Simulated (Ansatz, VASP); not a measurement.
C: VASP beside Ansatz

INCAR

```
SYSTEM = C
  ALGO = Normal
  EDIFF = 1E-7
  ENCUT = 520
  GGA = PS
  ISIF = 2
  ISMEAR = 0
  IVDW = 12
  LASPH = .True.
  LCHARG = .False.
  LREAL = .False.
  LWAVE = .False.
  NBANDS = 11
  NELM = 80
  PREC = Accurate
  SIGMA = 0.03
```

Contents of KPOINTS:

```
k-points
0
Gamma
  16 16 16
  0 0 0
```

POSCAR

```
C
1.0
    0.0000000000      2.1279941339      3.3243844763
    1.2294111613      0.0000000000      3.3243844763
    1.2294111613      2.1279941339      0.0000000000
C
2
Direct
    0.1432103113      0.8567896887      0.1432103113
    0.8567896887      0.1432103113      0.8567896887
```

Input for Ansatz:

```yaml
crystal:
  lattice:
    - [0.0, 2.1279941339, 3.3243844763]
    - [1.2294111613, 0.0, 3.3243844763]
    - [1.2294111613, 2.1279941339, 0.0]
  atoms:
    - { symbol: C, position: [0.1432103113, 0.8567896887, 0.1432103113] }
    - { symbol: C, position: [0.8567896887, 0.1432103113, 0.8567896887] }
basis:
  ecutwfc: 520.0
kpoints:
  mp_grid: { grid: [16, 16, 16] }
hamiltonian:
  xc: pbesol
  pseudopotentials: { kind: paw, azcp: { folder: soft_1 } }
  dispersion: d3bj
scf:
  occupations: { method: gaussian, width: 0.03 }
output:
  forces: true
  stress: true
  eigenvalues: true
```

Alike in both runs: task single point; functional PBEsol; dispersion D3(BJ); k mesh 16 × 16 × 16; occupations gaussian, width 0.03 eV; no spin polarisation.

|  | VASP | Ansatz |
| --- | --- | --- |
| version | VASP 6.6.1 | Ansatz 0.2.0 |
| potentials or method | VASP PAW PBE potentials, release 64 (C), cutoff 520 eV | scalar-relativistic, plane waves, PAW |
| valence electrons in the cell | 8 | 8 |

|  | VASP | Ansatz | Ansatz less VASP |
| --- | --- | --- | --- |
| gap on the k mesh at the Fermi level (eV) | none | none | - |
| pressure (GPa) | 23.6 | 22.9 | -0.73 |
| traceless stress, the component that is largest in VASP (GPa) | 49.09 | 47.91 | -1.178 |
| rms of the force components (eV/Å) | 8.031 | 7.966 | -0.0644 |

VASP's potentials were made for PBE, not for PBEsol, and Ansatz warns of the same on its side. Atom by atom the forces differ by 0.064 eV/Å (rms over components). A gap of «none» marks a metal or a gap that the smearing closes.
